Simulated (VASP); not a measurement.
Input of a VASP 6.6.1 run:

The input INCAR:

```
SYSTEM = Zn3Cl
PREC = Accurate
ENCUT = 520
EDIFF = 1E-6
ISMEAR = 0
SIGMA = 0.1
LREAL = .False.
LASPH = .True.
NELM = 100
ALGO = Normal
ISIF = 2
LWAVE = .False.
LCHARG = .False.
GGA = PE
NBANDS = 30
```

Contents of KPOINTS:

```
Automatic mesh
0
Gamma
  12 12 12
  0 0 0
```

Contents of POSCAR:

```
Zn3Cl
1.0
    4.3050552701      0.0000000000      0.0000000000
    0.0000000000      4.3050552701      0.0000000000
    0.0000000000      0.0000000000      4.3050552701
Zn Cl
3 1
Direct
    0.0000000000      0.5000000000      0.5000000000
    0.5000000000      0.0000000000      0.5000000000
    0.5000000000      0.5000000000      0.0000000000
    0.0000000000      0.0000000000      0.0000000000
```

Potentials or basis: VASP PAW PBE potentials, release 64 (Zn, Cl).

Command:

```bash
$ cat potpaw_PBE.64/Zn/POTCAR potpaw_PBE.64/Cl/POTCAR > POTCAR
$ mpirun -np 1 vasp_std > vasp.out
```

Predict the pressure.

0.1 GPa.

Caveat: an odd number of electrons without spin polarisation forces a metal; a magnetic or distorted state may lie lower.
